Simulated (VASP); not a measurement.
Here is a VASP 6.6.1 calculation.

INCAR

```
ALGO = Normal
EDIFF = 1E-6
ENCUT = 520
GGA = PE
ISIF = 2
ISMEAR = 0
LASPH = True
LCHARG = False
LREAL = False
LWAVE = False
NBANDS = 24
NELM = 100
PREC = Accurate
SIGMA = 0.1
```

File KPOINTS:

```
k-points
0
Gamma
  6 6 4
```

The input POSCAR:

```
RbAgS2
1.0
    4.8114575300      0.0000000000      0.0000000000
   -2.4057287600      4.1668444500      0.0000000000
    0.0000000000      0.0000000000      6.2641452600
Rb Ag S
1 1 2
Direct
    0.0000000000      0.0000000000      0.0000000000
    0.0000000000      0.0000000000      0.5000000000
    0.3333333300      0.6666666700      0.0000000000
    0.6666666700      0.3333333300      0.0000000000
```

Potentials or basis: VASP PAW PBE potentials, release 64 (Rb_sv, Ag, S).

The run is started by

```sh
$ cat potpaw_PBE.64/Rb_sv/POTCAR potpaw_PBE.64/Ag/POTCAR potpaw_PBE.64/S/POTCAR > POTCAR
$ mpirun -np 1 vasp_std > vasp.out
```

Task: What does it give for the band gap on the k mesh?

Result: Zero (band 16 reaches 1.67 eV, above the bottom of band 17 at 1.12 eV).

Task: What does it give for the pressure?

Result: 6.3 GPa.

Stress tensor (GPa, compression positive):
```
8.86 0.00 0.00
0.00 8.86 0.00
0.00 0.00 1.21
```
